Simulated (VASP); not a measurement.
# Ca (I4/mmm) in VASP: further runs

Runs on Ca. Level: r2SCAN. Tasks: single point.

All numbers are computed with VASP 6.6.1; they aren't measurements. Logs are shortened: lines on timing, memory, paths and dates and some standing lists are left out, and cuts for length are marked.

## Step 1: The cell of the first run

The structure is tetragonal, space group I4/mmm (No. 139). The conventional cell has a = 4.480 Å, b = 4.480 Å, c = 4.301 Å, α = 90.00°, β = 90.00°, γ = 90.00°. Ca (site symmetry 4/mmm) has 14 Ca at 3.83 to 4.48 Å within 5.0 Å.

## Step 2: Single point, r2SCAN (strain -0.0400 x Voigt [0, 0, 1, 0, 0, 0])

The input, POSCAR:

```
Ca
1.0
   -2.2400000000      2.2400000000      2.1504000000
    2.2400000000     -2.2400000000      2.1504000000
    2.2400000000      2.2400000000     -2.1504000000
Ca
1
Direct
    0.0000000000      0.0000000000      0.0000000000
```

The input, INCAR.step1:

```
PREC = Accurate ; ENCUT = 520
ISMEAR = 0 ; SIGMA = 0.15
LREAL = F ; LASPH = T
NELM = 100 ; NBANDS = 11
GGA = PE ; ALGO = Normal
EDIFF = 1E-4 ; LWAVE = T
LCHARG = F
```

The input, INCAR.step2:

```
PREC = Accurate ; ENCUT = 520
EDIFF = 1E-6 ; ISMEAR = 0
SIGMA = 0.15 ; LREAL = F
LASPH = T ; NELM = 100
ALGO = Normal ; ISIF = 2
LWAVE = F ; LCHARG = T
METAGGA = R2SCAN ; LMIXTAU = T
LELF = T ; LVHAR = T
NBANDS = 11 ; ISTART = 1
```

The input, KPOINTS:

```
regular mesh
0
Gamma
  16 16 16
```

Potentials or basis: VASP PAW PBE potentials, release 64 (Ca_sv).

Run with:

```console
> cat potpaw_PBE.64/Ca_sv/POTCAR > POTCAR
> cp INCAR.step1 INCAR
> mpirun -np 1 vasp_std > vasp.out
> cp INCAR.step2 INCAR
> mpirun -np 1 vasp_std > vasp.out
```

OUTCAR:

```text
PREC = Accurate
   ENCUT = 520
   EDIFF = 1E-6
   ISMEAR = 0
   LREAL = F
   LASPH = T
   NELM = 100
   ISIF = 2
   METAGGA = R2SCAN
   ISTART = 1

 ion  position               nearest neighbor table
   1  0.000  0.000  0.000-

  LATTYP: Found a body centered tetragonal cell.
 ALAT       =     4.4800000000
 C/A-ratio  =     0.9600000000

  Lattice vectors:

 A1 = (  -2.2400000000,   2.2400000000,   2.1504000000)
 A2 = (   2.2400000000,  -2.2400000000,   2.1504000000)
 A3 = (   2.2400000000,   2.2400000000,  -2.1504000000)

Analysis of symmetry for initial positions (statically):
=====================================================================
 Subroutine PRICEL returns:
 Original cell was already a primitive cell.

 Routine SETGRP: Setting up the symmetry group for a
 body centered tetragonal supercell.

 Subroutine GETGRP returns: Found 16 space group operations
 (whereof 16 operations were pure point group operations)
 out of a pool of 16 trial point group operations.

The static configuration has the point symmetry D_4h.

Analysis of symmetry for dynamics (positions and initial velocities):
=====================================================================
 Subroutine PRICEL returns:
 Original cell was already a primitive cell.

 Routine SETGRP: Setting up the symmetry group for a
 body centered tetragonal supercell.

 Subroutine GETGRP returns: Found 16 space group operations
 (whereof 16 operations were pure point group operations)
 out of a pool of 16 trial point group operations.

The dynamic configuration has the point symmetry D_4h.

 Subroutine INISYM returns: Found 16 space group operations
 (whereof 16 operations are pure point group operations),
 and found     1 'primitive' translations

----------------------------------------------------------------------------------------

                                     Primitive cell

  volume of cell :      43.1594

  direct lattice vectors                    reciprocal lattice vectors
    -2.240000000  2.240000000  2.150400000     0.000000000  0.223214286  0.232514881
     2.240000000 -2.240000000  2.150400000     0.223214286  0.000000000  0.232514881
     2.240000000  2.240000000 -2.150400000     0.223214286  0.223214286  0.000000000

  length of vectors
     3.828762223  3.828762223  3.828762223     0.322316284  0.322316284  0.315672670

  position of ions in fractional coordinates (direct lattice)
     0.000000000  0.000000000  0.000000000

  ion indices of the primitive-cell ions
   primitive index   ion index
                 1           1

----------------------------------------------------------------------------------------

 KPOINTS: regular mesh

Automatic generation of k-mesh.
 Grid dimensions read from file:
 generate k-points for:   16   16   16

 Generating k-lattice:

  Cartesian coordinates                     Fractional coordinates (reciprocal lattice)
     0.000000000  0.013950893  0.014532180     0.062500000  0.000000000  0.000000000
     0.013950893  0.000000000  0.014532180     0.000000000  0.062500000  0.000000000
     0.013950893  0.013950893  0.000000000     0.000000000  0.000000000  0.062500000

  Length of vectors
     0.020144768  0.020144768  0.019729542

  Shift w.r.t. Gamma in fractional coordinates (k-lattice)
     0.000000000  0.000000000  0.000000000

 Subroutine IBZKPT returns following result:
 ===========================================

 Found    349 irreducible k-points:

 Following reciprocal coordinates:
            Coordinates               Weight
  0.000000  0.000000  0.000000      1.000000
  0.062500  0.000000  0.000000      8.000000
  0.125000  0.000000  0.000000      8.000000
  0.187500  0.000000  0.000000      8.000000
  0.250000  0.000000  0.000000      8.000000
  0.312500 -0.000000  0.000000      8.000000
[... 16 lines left out ...]
 -0.125000  0.062500  0.000000     16.000000
 -0.062500  0.062500  0.000000      4.000000
 [... further k-points ...]
   k-points           NKPTS =    349   k-points in BZ     NKDIM =    349   number of bands    NBANDS=     11
   number of dos      NEDOS =    301   number of ions     NIONS =      1
   total plane-waves  NPLWV =  21952
   dimension x,y,z NGX =    28 NGY =   28 NGZ =   28
   dimension x,y,z NGXF=    56 NGYF=   56 NGZF=   56
   ions per type =               1
   NGX,Y,Z   is equivalent  to a cutoff of  12.16, 12.16, 12.16 a.u.
   NGXF,Y,Z  is equivalent  to a cutoff of  24.32, 24.32, 24.32 a.u.
 SYSTEM =  unknown system
   PREC   = accura    normal or accurate (medium, high low for compatibility)
   ISTART =      1    job   : 0-new  1-cont  2-samecut
   ICHARG =      0    charge: 1-file 2-atom 10-const
   ISPIN  =      1    spin polarized calculation?
   LNONCOLLINEAR =      F non collinear calculations
   LSORBIT =      F    spin-orbit coupling
   LASPH  =      T    aspherical Exc in radial PAW
   ENCUT  =  520.0 eV  38.22 Ry    6.18 a.u.   7.12  7.12  7.12*2*pi/ulx,y,z
   NELM   =    100;   NELMIN=  2; NELMDL=  0     # of ELM steps
   EDIFF  = 0.1E-05   stopping-criterion for ELM
   LREAL  =      F    real-space projection
[... 7 lines left out ...]
   TEBEG  =    0.0;   TEEND  =   0.0 temperature during run
   PSTRESS=    0.0 pullay stress
   NELECT =      10.0000    total number of electrons
   NUPDOWN=      -1.0000    fix difference up-down
   EMIN   =  10.00;   EMAX   =-10.00  energy-range for DOS
   EFERMI =   0.00;   METHOD = LEGACY
   ISMEAR =     0;   SIGMA  =   0.15  broadening in eV -4-tet -1-fermi 0-gaus
   EFERMI_NEDOS =   21; number of points for ismear=-14 and -15
   IALGO  =     38    algorithm
   IMIX   =      4    mixing-type and parameters
     AMIX     =   0.40;   BMIX     =  1.00
     AMIX_MAG =   1.60;   BMIX_MAG =  1.00
  volume/ion in A,a.u.               =      43.16       291.25
  Fermi-wavevector in a.u.,A,eV,Ry     =   1.005502  1.900124 13.755965  1.011035
  Thomas-Fermi vector in A             =   2.138186
   LORBIT       =      0    0 simple, 1 ext, 2 COOP (PROOUT), +10 PAW based schemes
   METAGGA = R2SCAN    functional components
   LHFCALC =     F    Hartree Fock is set to
   AEXX    =    0.0000 exact exchange contribution
   IVDW    =     0    specifies the selected vdW correction
   LEPSILON=     F    determine dielectric tensor
   LRPA    =     F    only Hartree local field effects (RPA)
 non-spin polarized calculation
 Gauss-broadening in eV      SIGMA  =   0.15
  energy-cutoff  :      520.00
  volume of cell :       43.16
 maximum number of plane-waves:      1200
   NGX = 15   NGY = 15   NGZ = 15

 number of electron      10.0000001 magnetization

 Free energy of the ion-electron system (eV)
  ---------------------------------------------------
  ext. energy  EPLUGINS =         0.00000000
  ---------------------------------------------------
  free energy    TOTEN  =        -7.02415223 eV

  energy without entropy =       -7.00859079  energy(sigma->0) =       -7.01637151

 E-fermi :   1.9581     XC(G=0):  -8.1447

 val. band max:        1.9459586141   @ k =   0.4375   0.3750   0.0625
 cond. band min:       1.9601804900   @ k =   0.3750   0.1250   0.1250
 fundamental gap:      0.0142218759
 Fermi energy:         1.9581132641

 k-point     1 :       0.0000    0.0000    0.0000
  band No.  band energies     occupation
      1     -41.9297      2.00000
      2     -21.9620      2.00000
      3     -21.9566      2.00000
      4     -21.9565      2.00000
      5      -2.3324      2.00000
      6       4.4631      0.00000
      7       4.6604      0.00000
      8       4.6604      0.00000
      9       5.5331      0.00000
     10       5.7756      0.00000
     11      12.4599      0.00000

 k-point     2 :       0.0625    0.0000    0.0000
  band No.  band energies     occupation
      1     -41.9291      2.00000
      2     -21.9659      2.00000
      3     -21.9583      2.00000
      4     -21.9581      2.00000
      5      -2.2577      2.00000
      6       4.4554      0.00000
      7       4.6276      0.00000
      8       4.6711      0.00000
      9       5.5221      0.00000
     10       5.7314      0.00000
     11      12.4379      0.00000

 k-point     3 :       0.1250    0.0000    0.0000
  band No.  band energies     occupation
      1     -41.9276      2.00000
      2     -21.9801      2.00000
      3     -21.9634      2.00000
      4     -21.9591      2.00000
      5      -2.0364      2.00000
      6       4.3543      0.00000
      7       4.4910      0.00000
      8       4.7926      0.00000
      9       5.4912      0.00000
     10       5.6671      0.00000
     11      12.1826      0.00000

 k-point     4 :       0.1875    0.0000    0.0000
  band No.  band energies     occupation
      1     -41.9252      2.00000
      2     -22.0023      2.00000
      3     -21.9710      2.00000
      4     -21.9596      2.00000
      5      -1.6767      2.00000
      6       4.1696      0.00000
      7       4.1957      0.00000
      8       5.0423      0.00000
      9       5.4880      0.00000
     10       5.6578      0.00000
     11      11.3677      0.00000

 k-point     5 :       0.2500    0.0000    0.0000
  band No.  band energies     occupation
      1     -41.9225      2.00000
      2     -22.0284      2.00000
      3     -21.9799      2.00000
      4     -21.9600      2.00000
      5      -1.1931      2.00000
      6       3.7745      0.00000
      7       3.9603      0.00000
      8       5.3860      0.00000
      9       5.5387      0.00000
     10       5.7001      0.00000
     11      10.3077      0.00000
[... 211 lines left out ...]
 k-point    21 :      -0.2500    0.0625   -0.0000
  band No.  band energies     occupation
      1     -41.9237      2.00000
      2     -22.0164      2.00000
      3     -21.9754      2.00000
      4     -21.9614      2.00000
      5      -1.4084      2.00000
      6       3.9593      0.00000
      7       4.0553      0.00000
      8       5.2524      0.00000
      9       5.4165      0.00000
     10       5.7498      0.00000
     11      10.8667      0.00000

 k-point    22 :      -0.1875    0.0625    0.0000
  band No.  band energies     occupation
      1     -41.9262      2.00000
      2     -21.9927      2.00000
      3     -21.9672      2.00000
      4     -21.9605      2.00000
      5      -1.8280      2.00000
      6       4.2185      0.00000
      7       4.3488      0.00000
      8       4.9711      0.00000
      9       5.3718      0.00000
     10       5.7364      0.00000
     11      11.8216      0.00000

 k-point    23 :      -0.1250    0.0625    0.0000
  band No.  band energies     occupation
      1     -41.9281      2.00000
      2     -21.9739      2.00000
      3     -21.9632      2.00000
      4     -21.9582      2.00000
      5      -2.1158      2.00000
      6       4.3734      0.00000
      7       4.5422      0.00000
      8       4.7929      0.00000
      9       5.4123      0.00000
     10       5.7485      0.00000
     11      12.1742      0.00000

 k-point    24 :      -0.0625    0.0625    0.0000
  band No.  band energies     occupation
      1     -41.9291      2.00000
      2     -21.9636      2.00000
      3     -21.9618      2.00000
      4     -21.9564      2.00000
      5      -2.2608      2.00000
      6       4.4366      0.00000
      7       4.6175      0.00000
      8       4.7138      0.00000
      9       5.4743      0.00000
     10       5.7708      0.00000
     11      12.3470      0.00000

 [... further k-points ...]

------------------------ aborting loop because EDIFF is reached ----------------------------------------

  FORCE on cell =-STRESS in cart. coord.  units (eV):
  Direction    XX          YY          ZZ          XY          YZ          ZX
  --------------------------------------------------------------------------------------
  -------------------------------------------------------------------------------------
  Total        0.0207020      0.0207020      0.0387240      0.0000000     -0.0000000      0.0000000
  in kB        0.7685056      0.7685056      1.4375251      0.0000000     -0.0000000      0.0000000
  external PRESSURE =       0.9915121 kB  Pullay stress =       0.0000000 kB

 VOLUME and BASIS-vectors are now :
 -----------------------------------------------------------------------------
  energy-cutoff  :      520.00
  volume of cell :       43.16
      direct lattice vectors                 reciprocal lattice vectors
    -2.240000000  2.240000000  2.150400000     0.000000000  0.223214286  0.232514881
     2.240000000 -2.240000000  2.150400000     0.223214286  0.000000000  0.232514881
     2.240000000  2.240000000 -2.150400000     0.223214286  0.223214286  0.000000000

 POSITION                                       TOTAL-FORCE (eV/Angst)
 -----------------------------------------------------------------------------------
      0.00000      0.00000      0.00000         0.000000     -0.000000      0.000000
 -----------------------------------------------------------------------------------
    total drift:                                0.000000      0.000000      0.000000

  FREE ENERGIE OF THE ION-ELECTRON SYSTEM (eV)
  ---------------------------------------------------
  free  energy   TOTEN  =        -7.0241522314 eV

  energy  without entropy=       -7.0085907898  energy(sigma->0) =       -7.01637151
```

Run time: 5.5 min. Hardware: 1 thread of AMD EPYC 7R13 (Zen 3), shared host; peak memory 0.27 GiB.

Results:

```
Free energy            : -7.0242 eV
Pressure               : 0.1 GPa
Band gap on the k mesh : zero (bands 5 and 6 overlap by 0.63 eV)
```

Caveat: the cell differs from its parent crystal (strain -0.0400 x Voigt [0, 0, 1, 0, 0, 0]); the PAW data sets were made with another functional, which shifts forces and pressure a little.

## Step 3: Single point, r2SCAN (strain -0.0300 x Voigt [0, 0, 1, 0, 0, 0])

The input, POSCAR:

```
Ca
1.0
   -2.2400000000      2.2400000000      2.1728000000
    2.2400000000     -2.2400000000      2.1728000000
    2.2400000000      2.2400000000     -2.1728000000
Ca
1
Direct
    0.0000000000      0.0000000000      0.0000000000
```

The input, INCAR.step1:

```
SYSTEM = Ca
PREC = Accurate
ENCUT = 520
ISMEAR = 0
SIGMA = 0.15
LREAL = .FALSE.
LASPH = .TRUE.
NELM = 80
NBANDS = 11
GGA = PE
ALGO = Normal
EDIFF = 1E-4
LWAVE = .TRUE.
LCHARG = .FALSE.
```

The input, INCAR.step2:

```
SYSTEM = Ca
PREC = Accurate
ENCUT = 520
EDIFF = 1E-6
ISMEAR = 0
SIGMA = 0.15
LREAL = .FALSE.
LASPH = .TRUE.
NELM = 80
ALGO = Normal
ISIF = 2
LWAVE = .FALSE.
LCHARG = .FALSE.
METAGGA = R2SCAN
LMIXTAU = .TRUE.
NBANDS = 11
ISTART = 1
```

The input, KPOINTS:

```
Automatic mesh
0
G
  16 16 16
  0 0 0
```

Potentials or basis: VASP PAW PBE potentials, release 64 (Ca_sv).

Run with:

```console
> cat potpaw_PBE.64/Ca_sv/POTCAR > POTCAR
> cp INCAR.step1 INCAR
> mpirun -np 1 vasp_std > vasp.out
> cp INCAR.step2 INCAR
> mpirun -np 1 vasp_std > vasp.out
```

It took 6.6 min on 1 thread of AMD EPYC 7R13 (Zen 3), shared host; peak memory 0.27 GiB.

Results (log left out):

- Free energy: -7.0245 eV
- Pressure: -0.1 GPa
- Band gap on the k mesh: zero (bands 5 and 6 overlap by 0.61 eV)

Levels at points of the mesh, in eV from the Fermi level:
| k point | band 1 | band 2 | band 3 | band 4 | band 5 | band 6 | band 7 | band 8 | band 9 | band 10 |
| --- | --- | --- | --- | --- | --- | --- | --- | --- | --- | --- |
| (0.00, 0.00, 0.00) | -43.91 | -23.95 | -23.94 | -23.94 | -4.27 | 2.52 | 2.67 | 2.67 | 3.58 | 3.76 |
| (0.50, 0.00, 0.00) | -43.90 | -24.08 | -23.99 | -23.94 | -0.82 | -0.12 | 1.54 | 3.62 | 4.01 | 4.72 |
| (0.50, 0.50, 0.00) | -43.90 | -24.07 | -23.99 | -23.94 | -0.89 | -0.23 | 1.72 | 3.48 | 3.91 | 4.70 |
| (0.50, 0.50, 0.50) | -43.89 | -24.04 | -24.04 | -24.03 | 0.13 | 0.20 | 3.87 | 3.87 | 4.41 | 4.48 |

Caveat: the cell differs from its parent crystal (strain -0.0300 x Voigt [0, 0, 1, 0, 0, 0]); the PAW data sets were made with another functional, which shifts forces and pressure a little.
